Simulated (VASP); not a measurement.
# Os in VASP: a series of runs

Runs on Os. Level: PBE+D3(BJ). Tasks: single point.

All numbers are computed with VASP 6.6.1; they aren't measurements. Logs are shortened: lines on timing, memory, paths and dates and some standing lists are left out, and cuts for length are marked.

### Step 1. The cell of the first run

The cell holds a slab with vacuum, 16 atoms: a = 5.470 Å, b = 5.470 Å, c = 26.381 Å, α = 90.00°, β = 90.00°, γ = 120.00°.

### Step 2. Single point, PBE+D3(BJ)

Contents of INCAR:

```
SYSTEM = Os
PREC = Accurate
ENCUT = 520
EDIFF = 1E-6
ISMEAR = 0
SIGMA = 0.1
LREAL = Auto
LASPH = .TRUE.
NELM = 60
ALGO = Normal
ISIF = 2
LWAVE = .FALSE.
LCHARG = .TRUE.
LDIPOL = .TRUE.
IDIPOL = 3
DIPOL = 0.5 0.5 0.426
GGA = PE
IVDW = 12
LELF = .TRUE.
LVHAR = .TRUE.
LVACPOTAV = .TRUE.
NBANDS = 78
```

Contents of KPOINTS:

```
regular mesh
0
G
  4 4 1
  0 0 0
```

Contents of POSCAR:

```
Os
1.0
    5.4699229139      0.0000000000      0.0000000000
   -2.7349614569      4.7370922002      0.0000000000
    0.0000000000      0.0000000000     26.3805484393
Os
16
Direct
    0.3333333333      0.1666666667      0.3032537408
    0.3333333333      0.6666666667      0.3032537408
    0.8333333333      0.1666666667      0.3032537408
    0.8333333333      0.6666666667      0.3032537408
    0.1666666667      0.3333333333      0.3852617458
    0.1666666667      0.8333333333      0.3852617458
    0.6666666667      0.3333333333      0.3852617458
    0.6666666667      0.8333333333      0.3852617458
    0.3333722406      0.1668248946      0.4678630808
    0.3333252408      0.6664954378      0.4678274695
    0.8333265423      0.1666121417      0.4676880319
    0.8330709522      0.6664040601      0.4677959294
    0.1668554023      0.3338984269      0.5474398837
    0.1672054477      0.8333120867      0.5475007182
    0.6664914962      0.3325494436      0.5474412506
    0.6658763616      0.8331287980      0.5474010478
```

Potentials or basis: VASP PAW PBE potentials, release 64 (Os).

The run is started by

```
$ cat potpaw_PBE.64/Os/POTCAR > POTCAR
$ mpirun -np 1 vasp_std > vasp.out
```

OUTCAR:

```text
SYSTEM = Os
   PREC = Accurate
   ENCUT = 520
   EDIFF = 1E-6
   ISMEAR = 0
   LREAL = Auto
   LASPH = .TRUE.
   NELM = 60
   ISIF = 2
   GGA = PE
   IVDW = 12
 IVDW          = 12

 ion  position               nearest neighbor table
   1  0.333  0.167  0.303-   5 2.68   6 2.68   7 2.68   2 2.73   2 2.73   3 2.73   3 2.73   4 2.73
                             4 2.73
   2  0.333  0.667  0.303-   6 2.68   5 2.68   8 2.68   1 2.73   1 2.73   4 2.73   4 2.73   3 2.73
                             3 2.73
   3  0.833  0.167  0.303-   7 2.68   8 2.68   5 2.68   4 2.73   4 2.73   1 2.73   1 2.73   2 2.73
                             2 2.73
   4  0.833  0.667  0.303-   8 2.68   7 2.68   6 2.68   3 2.73   3 2.73   2 2.73   2 2.73   1 2.73
                             1 2.73
   5  0.167  0.333  0.385-   1 2.68   2 2.68   3 2.68  11 2.69  10 2.69   9 2.69   6 2.73   6 2.73
                             7 2.73   7 2.73   8 2.73   8 2.73
   6  0.167  0.833  0.385-   2 2.68   1 2.68   4 2.68  12 2.69  10 2.69   9 2.69   5 2.73   5 2.73
                             8 2.73   8 2.73   7 2.73   7 2.73
   7  0.667  0.333  0.385-   3 2.68   4 2.68   1 2.68  11 2.69  12 2.69   9 2.69   8 2.73   8 2.73
                             5 2.73   5 2.73   6 2.73   6 2.73
   8  0.667  0.833  0.385-   4 2.68   3 2.68   2 2.68  11 2.69  12 2.69  10 2.69   7 2.73   7 2.73
                             6 2.73   6 2.73   5 2.73   5 2.73
   9  0.333  0.167  0.468-  15 2.63  13 2.63  14 2.63   5 2.69   7 2.69   6 2.69  12 2.73  10 2.73
                            11 2.73  11 2.74  10 2.74  12 2.74
  10  0.333  0.666  0.468-  16 2.62  13 2.63  14 2.63   5 2.69   8 2.69   6 2.69   9 2.73  12 2.73
                            11 2.73  11 2.74  12 2.74   9 2.74
  11  0.833  0.167  0.468-  15 2.63  16 2.63  13 2.63   8 2.69   5 2.69   7 2.69  12 2.73   9 2.73
                            10 2.73  10 2.74   9 2.74  12 2.74
  12  0.833  0.666  0.468-  16 2.63  15 2.63  14 2.63   7 2.69   8 2.69   6 2.69   9 2.73  10 2.73
                            11 2.73  11 2.74  10 2.74   9 2.74
  13  0.167  0.334  0.547-  10 2.63   9 2.63  11 2.63  16 2.73  14 2.73  15 2.73  15 2.74  14 2.74
                            16 2.74
  14  0.167  0.833  0.548-  10 2.63   9 2.63  12 2.63  16 2.73  13 2.73  15 2.73  15 2.74  13 2.74
                            16 2.74
  15  0.666  0.333  0.547-   9 2.63  11 2.63  12 2.63  16 2.73  14 2.73  13 2.73  13 2.74  14 2.74
                            16 2.74
  16  0.666  0.833  0.547-  10 2.62  12 2.63  11 2.63  14 2.73  15 2.73  13 2.73  13 2.74  15 2.74
                            14 2.74

  LATTYP: Found a hexagonal cell.
 ALAT       =     5.4699229139
 C/A-ratio  =     4.8228373333

  Lattice vectors:

 A1 = (   5.4699229139,   0.0000000000,   0.0000000000)
 A2 = (  -2.7349614569,   4.7370922002,   0.0000000000)
 A3 = (   0.0000000000,   0.0000000000,  26.3805484393)

Analysis of symmetry for initial positions (statically):
=====================================================================
 Subroutine PRICEL returns:
 Original cell was already a primitive cell.

 Routine SETGRP: Setting up the symmetry group for a
 hexagonal supercell.

 Subroutine GETGRP returns: Found  1 space group operations
 (whereof  1 operations were pure point group operations)
 out of a pool of 24 trial point group operations.

The static configuration has the point symmetry C_1 .

Analysis of symmetry for dynamics (positions and initial velocities):
=====================================================================
 Subroutine PRICEL returns:
 Original cell was already a primitive cell.

 Routine SETGRP: Setting up the symmetry group for a
 hexagonal supercell.

 Subroutine GETGRP returns: Found  1 space group operations
 (whereof  1 operations were pure point group operations)
 out of a pool of 24 trial point group operations.

The dynamic configuration has the point symmetry C_1 .

 Subroutine INISYM returns: Found  1 space group operations
 (whereof  1 operations are pure point group operations),
 and found     1 'primitive' translations

----------------------------------------------------------------------------------------

                                     Primitive cell

  volume of cell :     683.5604

  direct lattice vectors                    reciprocal lattice vectors
     5.469922914  0.000000000  0.000000000     0.182817933  0.105549983  0.000000000
    -2.734961457  4.737092200  0.000000000     0.000000000  0.211099965  0.000000000
     0.000000000  0.000000000 26.380548439     0.000000000  0.000000000  0.037906718

  length of vectors
     5.469922914  5.469922914 26.380548439     0.211099965  0.211099965  0.037906718

  position of ions in fractional coordinates (direct lattice)
     0.333333333  0.166666667  0.303253741
[... 55 lines left out ...]

 Subroutine IBZKPT returns following result:
 ===========================================

 Found     10 irreducible k-points:

 Following reciprocal coordinates:
            Coordinates               Weight
  0.000000  0.000000  0.000000      1.000000
  0.250000 -0.000000  0.000000      2.000000
  0.000000  0.250000  0.000000      2.000000
 -0.250000  0.250000  0.000000      2.000000
  0.500000 -0.000000  0.000000      1.000000
  0.000000  0.500000  0.000000      1.000000
  0.500000  0.500000  0.000000      1.000000
  0.250000  0.250000  0.000000      2.000000
 -0.250000  0.500000  0.000000      2.000000
  0.500000  0.250000  0.000000      2.000000
   k-points           NKPTS =     10   k-points in BZ     NKDIM =     10   number of bands    NBANDS=     78
   number of dos      NEDOS =    301   number of ions     NIONS =     16
   total plane-waves  NPLWV = 345744
   dimension x,y,z NGX =    42 NGY =   42 NGZ =  196
   dimension x,y,z NGXF=    84 NGYF=   84 NGZF=  392
   ions per type =              16
   NGX,Y,Z   is equivalent  to a cutoff of  12.76, 12.76, 12.35 a.u.
   NGXF,Y,Z  is equivalent  to a cutoff of  25.53, 25.53, 24.70 a.u.
 SYSTEM =  Os
   PREC   = accura    normal or accurate (medium, high low for compatibility)
   ISTART =      0    job   : 0-new  1-cont  2-samecut
   ICHARG =      2    charge: 1-file 2-atom 10-const
   ISPIN  =      1    spin polarized calculation?
   LNONCOLLINEAR =      F non collinear calculations
   LSORBIT =      F    spin-orbit coupling
   LASPH  =      T    aspherical Exc in radial PAW
   ENCUT  =  520.0 eV  38.22 Ry    6.18 a.u.  10.17 10.17 49.05*2*pi/ulx,y,z
   NELM   =     60;   NELMIN=  2; NELMDL= -5     # of ELM steps
   EDIFF  = 0.1E-05   stopping-criterion for ELM
   LREAL  =      T    real-space projection
   EDIFFG = 0.1E-04   stopping-criterion for IOM
   NSW    =      0    number of steps for IOM
   IBRION =     -1    ionic relax: 0-MD 1-quasi-New 2-CG
   NFREE  =      0    steps in history (QN), initial steepest desc. (CG)
   ISIF   =      2    stress and relaxation
   ISYM   =      2    0-nonsym 1-usesym 2-fastsym
   POTIM  = 0.5000    time-step for ionic-motion
   TEBEG  =    0.0;   TEEND  =   0.0 temperature during run
   PSTRESS=    0.0 pullay stress
   NELECT =     128.0000    total number of electrons
   NUPDOWN=      -1.0000    fix difference up-down
   EMIN   =  10.00;   EMAX   =-10.00  energy-range for DOS
   EFERMI =   0.00;   METHOD = LEGACY
   ISMEAR =     0;   SIGMA  =   0.10  broadening in eV -4-tet -1-fermi 0-gaus
   EFERMI_NEDOS =   21; number of points for ismear=-14 and -15
   IALGO  =     38    algorithm
   IMIX   =      4    mixing-type and parameters
     AMIX     =   0.40;   BMIX     =  1.00
     AMIX_MAG =   1.60;   BMIX_MAG =  1.00
  volume/ion in A,a.u.               =      42.72       288.31
  Fermi-wavevector in a.u.,A,eV,Ry     =   0.936597  1.769911 11.935208  0.877213
  Thomas-Fermi vector in A             =   2.063622
   LORBIT       =      0    0 simple, 1 ext, 2 COOP (PROOUT), +10 PAW based schemes
   GGA     = PE    functional components
   LHFCALC =     F    Hartree Fock is set to
   AEXX    =    0.0000 exact exchange contribution
   IVDW    =    12    specifies the selected vdW correction
   LEPSILON=     F    determine dielectric tensor
   LRPA    =     F    only Hartree local field effects (RPA)
 non-spin polarized calculation
 Gauss-broadening in eV      SIGMA  =   0.10
  energy-cutoff  :      520.00
  volume of cell :      683.56
 maximum number of plane-waves:     18464
 NGX is ok and might be reduce to    42
   NGX = 21   NGY = 21   NGZ = 99

 dipolmoment           0.000000      0.000000      0.015541 electrons x Angstroem

 number of electron     128.0000013 magnetization

 dipolmoment           0.000000      0.000000     -0.009485 electrons x Angstroem

 Free energy of the ion-electron system (eV)
  ---------------------------------------------------
  ext. energy  EPLUGINS =         0.00000000
  ---------------------------------------------------
  free energy    TOTEN  =      -170.28260797 eV

  energy without entropy =     -170.14159729  energy(sigma->0) =     -170.21210263

 E-fermi :  -0.5059     XC(G=0):  -5.4286

 val. band max:       -0.5399846713   @ k =   0.5000  -0.0000   0.0000
 cond. band min:      -0.4996954112   @ k =   0.2500  -0.0000   0.0000
 fundamental gap:      0.0402892601
 Fermi energy:        -0.5058709035

 k-point     1 :       0.0000    0.0000    0.0000
  band No.  band energies     occupation
      1     -10.8730      2.00000
      2      -9.2911      2.00000
      3      -8.0751      2.00000
      4      -7.9255      2.00000
      5      -7.9248      2.00000
      6      -7.9236      2.00000
[... 779 lines left out ...]
     75       0.7200      0.00000
     76       0.9897      0.00000
 [bands above 76 left out]

------------------------ aborting loop because EDIFF is reached ----------------------------------------

 Edisp (eV)   -7.49442

 E8    (eV) :    -3.8211

  FORCE on cell =-STRESS in cart. coord.  units (eV):
  Direction    XX          YY          ZZ          XY          YZ          ZX
  --------------------------------------------------------------------------------------
  -------------------------------------------------------------------------------------
  Total     -19.06764   -19.05355    -6.39256    -0.00010     0.02272     0.00180
  in kB     -44.69208   -44.65905   -14.98334    -0.00023     0.05326     0.00423
  external pressure =      -34.78 kB  Pullay stress =        0.00 kB

 VOLUME and BASIS-vectors are now :
 -----------------------------------------------------------------------------
  energy-cutoff  :      520.00
  volume of cell :      683.56
      direct lattice vectors                 reciprocal lattice vectors
     5.469922914  0.000000000  0.000000000     0.182817933  0.105549983  0.000000000
    -2.734961457  4.737092200  0.000000000     0.000000000  0.211099965  0.000000000
     0.000000000  0.000000000 26.380548439     0.000000000  0.000000000  0.037906718

 POSITION                                       TOTAL-FORCE (eV/Angst)
 -----------------------------------------------------------------------------------
      1.36748      0.78952      8.00000        -0.005032     -0.001439      0.723575
     -0.00000      3.15806      8.00000        -0.002884     -0.001700      0.720536
      4.10244      0.78952      8.00000         0.005905     -0.000420      0.716813
      2.73496      3.15806      8.00000         0.002263      0.002088      0.725094
      0.00000      1.57903     10.16342         0.011705      0.001797     -0.738422
     -1.36748      3.94758     10.16342         0.001304      0.003001     -0.717771
[... 8 lines left out ...]
      2.73615      1.57532     14.44180        -0.006843      0.019442      0.009025
      1.36372      3.94661     14.44074         0.022966      0.004241      0.017668
 -----------------------------------------------------------------------------------
    total drift:                               -0.001047      0.005070     -0.003520

  FREE ENERGIE OF THE ION-ELECTRON SYSTEM (eV)
  ---------------------------------------------------
  free  energy   TOTEN  =      -177.7770254378 eV

  energy  without entropy=     -177.6360147547  energy(sigma->0) =     -177.70652010

 vacuum level on the upper side and lower side of the slab         4.854         4.920
```

It took 32 min on 1 thread of Intel Xeon Platinum 8488C (Sapphire Rapids), shared host; peak memory 0.85 GiB.

What came out:

| Quantity | Value |
| --- | --- |
| Free energy | -177.7770 eV |
| Largest force | 0.739 eV/Å |
| Band gap on the k mesh | zero (bands 64 and 65 overlap by 1.54 eV) |
| Dispersion energy per atom | -0.468 eV |

Forces in eV/Å, atoms in the order of the input:
```
Os  -0.005 -0.001  0.724
Os  -0.003 -0.002  0.721
Os   0.006  0.000  0.717
Os   0.002  0.002  0.725
Os   0.012  0.002 -0.738
Os   0.001  0.003 -0.718
Os  -0.012 -0.001 -0.730
Os  -0.002 -0.011 -0.734
Os   0.000 -0.026 -0.020
Os  -0.021  0.016 -0.005
Os   0.002 -0.002  0.052
Os   0.022  0.020  0.006
Os   0.002 -0.020  0.004
Os  -0.020 -0.002 -0.029
Os  -0.007  0.019  0.009
Os   0.023  0.004  0.018
```

Caveat: spin-orbit coupling is left out, which moves the levels of the heavy elements.

### Step 3. Single point, PBE+D3(BJ)

This run uses another cell than the first one.

Contents of INCAR:

```
ALGO = Fast
DIPOL = 0.5 0.5 0.500
EDIFF = 1E-6
ENCUT = 520
GGA = PE
IDIPOL = 3
ISIF = 2
ISMEAR = 0
IVDW = 12
LASPH = T
LCHARG = F
LDIPOL = T
LREAL = Auto
LWAVE = F
NBANDS = 78
NELM = 80
PREC = Accurate
SIGMA = 0.1
```

Contents of KPOINTS:

```
k-points
0
Gamma
  4 4 1
```

Contents of POSCAR:

```
Os
1.0
    5.4699229141      0.0000000000      0.0000000000
   -2.7349614570      4.7370922003      0.0000000000
    0.0000000000      0.0000000000     22.4902484423
Os
16
Direct
    0.3333333333      0.1666666667      0.3557097211
    0.3333333333      0.6666666667      0.3557097211
    0.8333333333      0.1666666667      0.3557097211
    0.8333333333      0.6666666667      0.3557097211
    0.1666666667      0.3333333333      0.4519032404
    0.1666666667      0.8333333333      0.4519032404
    0.6666666667      0.3333333333      0.4519032404
    0.6666666667      0.8333333333      0.4519032404
    0.3333333333      0.1666666667      0.5487933321
    0.3333333333      0.6666666667      0.5487933321
    0.8333333333      0.1666666667      0.5487933321
    0.8333333333      0.6666666667      0.5487933321
    0.1666666667      0.3333333333      0.6422774745
    0.1666666667      0.8333333333      0.6422774745
    0.6666666667      0.3333333333      0.6422774745
    0.6666666667      0.8333333333      0.6422774745
```

Potentials or basis: VASP PAW PBE potentials, release 64 (Os).

The run is started by

```
$ cat potpaw_PBE.64/Os/POTCAR > POTCAR
$ mpirun -np 1 vasp_std > vasp.out
```

Run time: 11 min. Hardware: 1 thread of Oxide Virtual Turin-like, shared host; peak memory 0.61 GiB.

The run converged. Its results:

| Item | Value |
| --- | --- |
| Free energy | -177.7843 eV |
| Largest force | 0.720 eV/Å |
| Band gap on the k mesh | zero (bands 64 and 65 overlap by 1.54 eV) |
| Dispersion energy per atom | -0.469 eV |

Forces on the atoms (eV/Å):
```
Os   0.000  0.000  0.720
Os   0.000  0.000  0.720
Os   0.000  0.000  0.720
Os   0.000  0.000  0.720
Os   0.000  0.000 -0.709
Os   0.000  0.000 -0.709
Os   0.000  0.000 -0.709
Os   0.000  0.000 -0.709
Os   0.000  0.000  0.010
Os   0.000  0.000  0.010
Os   0.000  0.000  0.010
Os   0.000  0.000  0.010
Os   0.000  0.000 -0.022
Os   0.000  0.000 -0.022
Os   0.000  0.000 -0.022
Os   0.000  0.000 -0.022
```

Levels at points of the mesh, in eV from the Fermi level:
```
           k point  band 61  band 62  band 63  band 64  band 65  band 66
(0.00, 0.00, 0.00)     0.42     0.42     0.43     1.36     1.36     1.36
(0.50, 0.00, 0.00)    -0.60    -0.60    -0.51    -0.51    -0.04    -0.04
```

Caveat: spin-orbit coupling is left out, which moves the levels of the heavy elements.

The gap in the log of VASP goes by the Fermi energy; the results here count the filled bands.